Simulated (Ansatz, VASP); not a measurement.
## BN in VASP and in Ansatz

```
B N
1.0
     2.46077    0.00664   -0.01407
    -1.22464    2.08659   -0.00326
    -0.03744   -0.03164    6.47289
B N
2 2
Direct
  0.28755 0.60323 0.24576
  0.68141 0.37810 0.76658
  0.30710 0.64067 0.72796
  0.72394 0.37801 0.25970
```

Change from the starting cell: all atoms moved at random, cell strained at random.

Alike in both runs: task single point; functional PBE; k mesh 12 × 12 × 4; occupations gaussian, width 0.02 eV; no spin polarisation.

|  | VASP | Ansatz |
| --- | --- | --- |
| version | VASP 6.6.1 | Ansatz 0.2.0 |
| potentials or method | VASP PAW PBE potentials, release 64 (B, N), cutoff 520 eV | scalar-relativistic, plane waves, PAW |
| valence electrons in the cell | 16 | 16 |

```tsv
	VASP	Ansatz	Ansatz less VASP
gap on the k mesh at the Fermi level (eV)	1.81	1.83	+0.013
least direct gap on the mesh (eV)	2.79	2.80	+0.010
pressure (GPa)	39.5	39.5	-0.02
traceless stress, the component that is largest in VASP (GPa)	44.08	43.92	-0.160
rms of the force components (eV/Å)	5.998	5.990	-0.0083
```

Atom by atom the forces differ by 0.019 eV/Å (rms over components). Both programs put the cell under a high pressure, so it lies far from rest at this level. The functional is the same, so the differences come from potentials, cutoffs and numerics.
